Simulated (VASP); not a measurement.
Input of a VASP 6.6.1 run:

File INCAR:

```
SYSTEM = Ge2Sb2Te5
PREC = Accurate
ENCUT = 520
EDIFF = 1E-6
ISMEAR = 0
SIGMA = 0.01
LREAL = .FALSE.
LASPH = .TRUE.
NELM = 60
ALGO = Normal
ISIF = 2
LWAVE = .FALSE.
LCHARG = .FALSE.
GGA = PE
NBANDS = 44
```

KPOINTS

```
Automatic mesh
0
G
  6 6 4
  0 0 0
```

Contents of POSCAR:

```
Ge2Sb2Te5
1.0
    6.8391360000     -3.0660060000      0.0000000000
    6.8391360000      3.0660060000      0.0000000000
   -6.8309770000      0.0000000000      6.8476090000
Ge Sb Te
2 2 5
Direct
    0.4973430000      0.4973430000      0.0110440000
    0.2842870000      0.2842870000      0.1878300000
    0.1118700000      0.1118700000      0.4173520000
    0.9017080000      0.9017080000      0.5878730000
    0.3999590000      0.3999590000      0.5971180000
    0.2065190000      0.2065190000      0.8098030000
    0.0083240000      0.0083240000      0.0064350000
    0.7952880000      0.7952880000      0.1961120000
    0.5947020000      0.5947020000      0.3864330000
```

Potentials or basis: VASP PAW PBE potentials, release 64 (Ge_d, Sb, Te).

Launch:

```bash
$ cat potpaw_PBE.64/Ge_d/POTCAR potpaw_PBE.64/Sb/POTCAR potpaw_PBE.64/Te/POTCAR > POTCAR
$ mpirun -np 1 vasp_std > vasp.out
```

**Question.** Predict the pressure.

**Answer.** -0.1 GPa.

**Question.** Estimate the largest force.

**Answer.** 0.116 eV/Å.

Stress tensor (GPa, compression positive):
```
 0.23  0.00 -0.09
 0.00 -0.61  0.00
-0.09  0.00  0.13
```
